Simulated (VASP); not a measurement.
Here is a VASP 6.6.1 calculation.

The input INCAR:

```
  PREC = Accurate
  ENCUT = 520
  EDIFF = 1E-6
  ISMEAR = 0
  SIGMA = 0.15
  LREAL = False
  LASPH = True
  NELM = 100
  ALGO = Normal
  ISIF = 2
  LWAVE = False
  LCHARG = False
  GGA = PS
  NBANDS = 16
```

File KPOINTS:

```
regular mesh
0
Gamma
  14 14 14
```

Contents of POSCAR:

```
InAs
1.0
    0.0000000000      3.2659200000      3.0240000000
    3.2659200000      0.0000000000      3.0240000000
    3.2659200000      3.2659200000      0.0000000000
In As
1 1
Direct
    0.0000000000      0.0000000000      0.0000000000
    0.7500000000      0.7500000000      0.7500000000
```

Potentials or basis: VASP PAW PBE potentials, release 64 (In_d, As).

Run with:

```bash
$ cat potpaw_PBE.64/In_d/POTCAR potpaw_PBE.64/As/POTCAR > POTCAR
$ mpirun -np 1 vasp_std > vasp.out
```

(1) What does it give for the pressure?

Answers

(1) -5.4 GPa.

Caveat: the cell differs from its parent crystal (strain +0.080 along x and y, +0.000 along z); the PAW data sets were made with another functional, which shifts forces and pressure a little.
